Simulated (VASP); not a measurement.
Set up this calculation in VASP 6.6.1, as the native input.

```
Task                   : single point
Functional             : PBE
Potentials or basis    : VASP PAW PBE potentials, release 64 (Ge_d, N)
Cutoff                 : 520 eV
k mesh                 : 7 × 7 × 1
Occupations            : gaussian, width 0.1 eV
Spin                   : no spin polarisation
Dipole correction      : yes
Further INCAR settings : ALGO = Normal; EDIFF = 1e-07; NBANDS = 38
```

The structure of Ge4N lies in POSCAR:

```
Ge4N
1.0
    4.0740542166      0.0000000000      0.0000000000
    0.0000000000      4.0740542166      0.0000000000
    0.0000000000      0.0000000000     19.8557568530
Ge N
4 1
Direct
    0.0000000000      0.5000000000      0.2014529101
    0.0000000000      0.0000000000      0.2739958855
    0.5000000000      0.0000000000      0.3493666166
    0.5000000000      0.5000000000      0.4208228835
    1.0000000000      0.7500000000      0.3654668662
```

These files were run (other wordings do the same):

INCAR

```
SYSTEM = Ge4N
ALGO = Normal
DIPOL = 0.5 0.5 0.322
EDIFF = 1E-7
ENCUT = 520
GGA = PE
IDIPOL = 3
ISIF = 2
ISMEAR = 0
LASPH = .True.
LCHARG = .False.
LDIPOL = .True.
LREAL = .False.
LWAVE = .False.
NBANDS = 38
NELM = 100
PREC = Accurate
SIGMA = 0.1
```

KPOINTS

```
k-points
0
Gamma
  7 7 1
  0 0 0
```

Potentials or basis: VASP PAW PBE potentials, release 64 (Ge_d, N).

Launch:

```console
$ cat potpaw_PBE.64/Ge_d/POTCAR potpaw_PBE.64/N/POTCAR > POTCAR
$ mpirun -np 1 vasp_std > vasp.out
```

Results of the run:

```
Largest force : 1.181 eV/Å
```

It took 3.8 min on 1 thread of Intel(R) Xeon(R) 6975P-C (Granite Rapids) (shared host), peak memory 0.44 GiB.
